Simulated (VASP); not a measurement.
# AlN (P1) in VASP: notebook, part 2 of 2

VASP 6.6.1. The steps go on from the part before.

**3. Single point, r2SCAN (atom 3 (N) moved by (-0.300, -0.300) A along x and y)**

Contents of POSCAR:

```
AlN
1.0
    3.1110021516      0.0000000000      0.0000000000
   -1.5555010758      2.6942068945      0.0000000000
    0.0000000000      0.0000000000      4.9780000000
Al N
2 2
Direct
    0.3333333333      0.6666666667      0.0000000000
    0.6666666667      0.3333333333      0.5000000000
    0.1812263730      0.5553166435      0.3850000000
    0.6666666667      0.3333333333      0.8850000000
```

Contents of INCAR.step1:

```
SYSTEM = AlN
PREC     = Accurate       ! precision mode
ENCUT    = 520            ! plane-wave cutoff, eV
ISMEAR   = 0              ! smearing method
SIGMA    = 0.05           ! smearing width, eV
LREAL    = .False.        ! projectors in reciprocal space
LASPH    = .True.         ! aspherical terms in the spheres
NELM     = 60             ! most SCF steps
NBANDS   = 16             ! bands
GGA      = PE             ! functional
ALGO     = Normal         ! electronic algorithm
EDIFF    = 1E-4           ! SCF threshold, eV
LWAVE    = .True.         ! write WAVECAR
LCHARG   = .False.        ! write CHGCAR
```

Contents of INCAR.step2:

```
SYSTEM = AlN
PREC     = Accurate       ! precision mode
ENCUT    = 520            ! plane-wave cutoff, eV
EDIFF    = 1E-7           ! SCF threshold, eV
ISMEAR   = 0              ! smearing method
SIGMA    = 0.05           ! smearing width, eV
LREAL    = .False.        ! projectors in reciprocal space
LASPH    = .True.         ! aspherical terms in the spheres
NELM     = 60             ! most SCF steps
ALGO     = Normal         ! electronic algorithm
ISIF     = 2              ! what is computed and relaxed
LWAVE    = .False.        ! write WAVECAR
LCHARG   = .True.         ! write CHGCAR
METAGGA  = R2SCAN         ! meta-GGA
LMIXTAU  = .True.       
LELF     = .True.         ! ELF
LVHAR    = .True.       
NBANDS   = 16             ! bands
ISTART   = 1
```

Contents of KPOINTS:

```
Automatic mesh
0
Gamma
  12 12 6
  0 0 0
```

Potentials or basis: VASP PAW PBE potentials, release 64 (Al, N).

Run with:

```console
$ cat potpaw_PBE.64/Al/POTCAR potpaw_PBE.64/N/POTCAR > POTCAR
$ cp INCAR.step1 INCAR
$ mpirun -np 1 vasp_std > vasp.out
$ cp INCAR.step2 INCAR
$ mpirun -np 1 vasp_std > vasp.out
```

OUTCAR:

```text
SYSTEM = AlN
   PREC = Accurate
   ENCUT = 520
   EDIFF = 1E-7
   ISMEAR = 0
   LREAL = .False.
   LASPH = .True.
   NELM = 60
   ISIF = 2
   METAGGA = R2SCAN
   ISTART = 1

 ion  position               nearest neighbor table
   1  0.333  0.667  0.000-   4 1.89   4 1.89   4 1.89   3 1.96   2 3.07   2 3.07   2 3.07   2 3.07
                             2 3.07   2 3.07
   2  0.667  0.333  0.500-   3 1.50   4 1.92   3 2.03   3 2.19   1 3.07   1 3.07   1 3.07   1 3.07
                             1 3.07   1 3.07
   3  0.181  0.555  0.385-   2 1.50   1 1.96   2 2.03   2 2.19
   4  0.667  0.333  0.885-   1 1.89   1 1.89   1 1.89   2 1.92

  LATTYP: Found a hexagonal cell.
 ALAT       =     3.1110021516
 C/A-ratio  =     1.6001274694

  Lattice vectors:

 A1 = (   3.1110021516,   0.0000000000,   0.0000000000)
 A2 = (  -1.5555010758,   2.6942068945,   0.0000000000)
 A3 = (   0.0000000000,   0.0000000000,   4.9780000000)

Analysis of symmetry for initial positions (statically):
=====================================================================
 Subroutine PRICEL returns:
 Original cell was already a primitive cell.

 Routine SETGRP: Setting up the symmetry group for a
 hexagonal supercell.

 Subroutine GETGRP returns: Found  1 space group operations
 (whereof  1 operations were pure point group operations)
 out of a pool of 24 trial point group operations.

The static configuration has the point symmetry C_1 .

Analysis of symmetry for dynamics (positions and initial velocities):
=====================================================================
 Subroutine PRICEL returns:
 Original cell was already a primitive cell.

 Routine SETGRP: Setting up the symmetry group for a
 hexagonal supercell.

 Subroutine GETGRP returns: Found  1 space group operations
 (whereof  1 operations were pure point group operations)
 out of a pool of 24 trial point group operations.

The dynamic configuration has the point symmetry C_1 .

 Subroutine INISYM returns: Found  1 space group operations
 (whereof  1 operations are pure point group operations),
[... 123 lines left out ...]
  Thomas-Fermi vector in A             =   2.325485
   LORBIT       =      0    0 simple, 1 ext, 2 COOP (PROOUT), +10 PAW based schemes
   METAGGA = R2SCAN    functional components
   LHFCALC =     F    Hartree Fock is set to
   AEXX    =    0.0000 exact exchange contribution
   IVDW    =     0    specifies the selected vdW correction
   LEPSILON=     F    determine dielectric tensor
   LRPA    =     F    only Hartree local field effects (RPA)
 non-spin polarized calculation
 Gauss-broadening in eV      SIGMA  =   0.05
  energy-cutoff  :      520.00
  volume of cell :       41.72
 maximum number of plane-waves:      1152
   NGX = 11   NGY = 11   NGZ = 19

 number of electron      15.9999999 magnetization

 Free energy of the ion-electron system (eV)
  ---------------------------------------------------
  ext. energy  EPLUGINS =         0.00000000
  ---------------------------------------------------
  free energy    TOTEN  =       -36.10257126 eV

  energy without entropy =      -36.10257126  energy(sigma->0) =      -36.10257126

 E-fermi :   6.4482     XC(G=0): -11.3857

 val. band max:        6.1502792119   @ k =   0.0000   0.0000   0.0000
 cond. band min:      10.5175516511   @ k =   0.0000   0.0000   0.0000
 fundamental gap:      4.3672724392
 Fermi energy:         6.4481995990

 k-point     1 :       0.0000    0.0000    0.0000
  band No.  band energies     occupation
      1     -10.1075      2.00000
      2      -7.9877      2.00000
      3      -0.1710      2.00000
      4       4.4096      2.00000
      5       5.2058      2.00000
      6       5.4621      2.00000
[... 433 lines left out ...]
      3       0.5127      2.00000
      4       2.7435      2.00000
      5       3.6971      2.00000
      6       4.5157      2.00000
[... 8 lines left out ...]
     15      20.3086      0.00000
     16      21.0221      0.00000

 [... further k-points ...]

------------------------ aborting loop because EDIFF is reached ----------------------------------------

  FORCE on cell =-STRESS in cart. coord.  units (eV):
  Direction    XX          YY          ZZ          XY          YZ          ZX
  --------------------------------------------------------------------------------------
  -------------------------------------------------------------------------------------
  Total       11.2499479      0.5712489      1.8022421      6.1669299     -2.5735292     -5.9215488
  in kB      431.9912475     21.9356162     69.2050142    236.8064063    -98.8219756   -227.3839198
  external PRESSURE =     174.3772926 kB  Pullay stress =       0.0000000 kB

 VOLUME and BASIS-vectors are now :
 -----------------------------------------------------------------------------
  energy-cutoff  :      520.00
  volume of cell :       41.72
      direct lattice vectors                 reciprocal lattice vectors
     3.111002152  0.000000000  0.000000000     0.321439829  0.185583372  0.000000000
    -1.555501076  2.694206895  0.000000000     0.000000000  0.371166744  0.000000000
     0.000000000  0.000000000  4.978000000     0.000000000  0.000000000  0.200883889

 POSITION                                       TOTAL-FORCE (eV/Angst)
 -----------------------------------------------------------------------------------
     -0.00000      1.79614      0.00000        -0.498697     -0.523246      0.528302
      1.55550      0.89807      2.48900       -12.020534     -6.056141      4.757324
     -0.30000      1.49614      1.91653        12.946292      6.834933     -4.991355
      1.55550      0.89807      4.40553        -0.427061     -0.255545     -0.294271
 -----------------------------------------------------------------------------------
    total drift:                                0.000354      0.000174     -0.002555

  FREE ENERGIE OF THE ION-ELECTRON SYSTEM (eV)
  ---------------------------------------------------
  free  energy   TOTEN  =       -36.1025712630 eV

  energy  without entropy=      -36.1025712630  energy(sigma->0) =      -36.10257126
```

Run time: 4.7 min. Hardware: 1 thread of Intel Xeon 6975P-C (Granite Rapids), shared host; peak memory 0.35 GiB.

What came out:

```yaml
Free_energy: -36.1026 eV
Pressure: 17.4 GPa
Largest_force: 15.467 eV/Å
Band_gap_on_the_k_mesh: 4.37 eV
```

Forces in eV/Å, atoms in the order of the input:
```
Al   -0.499  -0.523   0.528
Al  -12.021  -6.056   4.757
N    12.946   6.835  -4.991
N    -0.427  -0.256  -0.294
```

Levels at points of the mesh, in eV from the valence-band top:
```csv
k point,band 6,band 7,band 8,band 9,band 10,band 11
"(0.00, 0.00, 0.00)",-0.69,-0.33,0.00,4.37,7.10,10.46
"(0.50, 0.00, 0.00)",-2.84,-2.25,-0.73,5.78,7.67,9.27
"(0.00, 0.50, 0.00)",-2.50,-1.40,-1.06,5.01,6.69,7.98
"(0.50, 0.50, 0.00)",-2.26,-1.69,-1.13,5.67,6.55,7.88
"(0.00, 0.00, 0.50)",-0.93,-0.86,-0.24,6.32,6.77,10.60
"(0.50, 0.00, 0.50)",-1.57,-1.28,-1.13,5.24,5.33,9.27
"(0.00, 0.50, 0.50)",-1.98,-1.94,-1.49,6.08,6.19,8.83
"(0.50, 0.50, 0.50)",-1.83,-1.70,-1.22,5.57,5.87,8.93
```

Caveat: the cell differs from its parent crystal (atom 3 (N) moved by (-0.300, -0.300) A along x and y); the cell stands under pressure; the PAW data sets were made with another functional, which shifts forces and pressure a little. A k mesh can miss the band edges.

**4. Single point, r2SCAN (atom 3 (N) moved by (-0.300, +0.300) A along x and y)**

POSCAR: that of step 3 with these lines changed.

```diff
@@ -10,3 +10,3 @@
     0.6666666667      0.3333333333      0.5000000000
-    0.1812263730      0.5553166435      0.3850000000
+    0.2925763962      0.7780166898      0.3850000000
     0.6666666667      0.3333333333      0.8850000000
```

Contents of INCAR.step1:

```
PREC = Accurate
ENCUT = 520
ISMEAR = 0
SIGMA = 0.05
LREAL = F
LASPH = T
NELM = 60
NBANDS = 16
GGA = PE
ALGO = Normal
EDIFF = 1E-4
LWAVE = T
LCHARG = F
```

Contents of INCAR.step2:

```
PREC = Accurate
ENCUT = 520
EDIFF = 1E-6
ISMEAR = 0
SIGMA = 0.05
LREAL = F
LASPH = T
NELM = 60
ALGO = Normal
ISIF = 2
LWAVE = F
LCHARG = F
METAGGA = R2SCAN
LMIXTAU = T
NBANDS = 16
ISTART = 1
```

Contents of KPOINTS:

```
Automatic mesh
0
Gamma
  12 12 6
```

Run with:

```console
$ cat potpaw_PBE.64/Al/POTCAR potpaw_PBE.64/N/POTCAR > POTCAR
$ cp INCAR.step1 INCAR
$ mpirun -np 1 vasp_std > vasp.out
$ cp INCAR.step2 INCAR
$ mpirun -np 1 vasp_std > vasp.out
```

Wall time 4.6 min (1 thread of Intel Xeon 6975P-C (Granite Rapids), shared host); peak memory 0.35 GiB.

Results (log left out):

| Quantity | Value |
| --- | --- |
| Free energy | -37.2558 eV |
| Pressure | 8.7 GPa |
| Largest force | 6.894 eV/Å |
| Band gap on the k mesh | 4.07 eV |

Forces in eV/Å, atoms in the order of the input:
```
Al  -0.536  0.519  0.474
Al  -0.293  5.569  2.338
N    0.908 -6.341 -2.549
N   -0.079  0.253 -0.262
```

Stress tensor (GPa, compression positive):
```
-2.90 11.74  2.46
11.74 27.35  8.79
 2.46  8.79  1.66
```

Levels at points of the mesh, in eV from the valence-band top:
| k point | band 5 | band 6 | band 7 | band 8 | band 9 | band 10 | band 11 | band 12 |
| --- | --- | --- | --- | --- | --- | --- | --- | --- |
| (0.00, 0.00, 0.00) | -1.16 | -0.84 | -0.64 | 0.00 | 4.07 | 6.87 | 10.42 | 11.01 |
| (0.50, 0.00, 0.00) | -3.74 | -2.53 | -2.26 | -1.24 | 6.00 | 6.33 | 7.97 | 9.84 |
| (0.00, 0.50, 0.00) | -3.35 | -2.92 | -2.38 | -1.07 | 5.78 | 6.97 | 8.59 | 9.40 |
| (0.50, 0.50, 0.00) | -4.01 | -3.04 | -1.53 | -1.13 | 4.40 | 6.51 | 8.03 | 10.48 |
| (0.00, 0.00, 0.50) | -1.85 | -1.15 | -1.09 | -0.23 | 6.07 | 6.59 | 10.32 | 10.82 |
| (0.50, 0.00, 0.50) | -2.30 | -1.84 | -1.77 | -1.23 | 4.96 | 5.32 | 9.01 | 9.54 |
| (0.00, 0.50, 0.50) | -2.19 | -1.75 | -1.61 | -1.23 | 4.92 | 5.12 | 9.12 | 9.67 |
| (0.50, 0.50, 0.50) | -2.72 | -2.45 | -2.15 | -1.95 | 6.08 | 6.24 | 8.79 | 9.25 |

Caveat: the cell differs from its parent crystal (atom 3 (N) moved by (-0.300, +0.300) A along x and y); the cell stands under pressure; the PAW data sets were made with another functional, which shifts forces and pressure a little.

**5. Summary**

| cell | gap on the mesh (eV) | pressure (GPa) | largest force (eV/Å) |
| --- | --- | --- | --- |
| as given, atomic positions A | 4.20 | 62.6 | 47.43 |
| as given, atomic positions B | 4.37 | 17.4 | 15.47 |
| as given, atomic positions C | 4.07 | 8.7 | 6.89 |

Alike in all rows: task single point; level r2SCAN; potentials or basis VASP PAW PBE potentials, release 64 (Al, N); no spin polarisation; k mesh 12 × 12 × 6; cutoff (eV) 520; smearing gaussian 0.05 eV.

Caveats: the cell stands under pressure; the PAW data sets were made with another functional, which shifts forces and pressure a little; atoms lie so close that the PAW spheres overlap strongly, which falsifies energies and pressures (at least some runs).

Absolute energies hang on the potentials; compare differences alone.
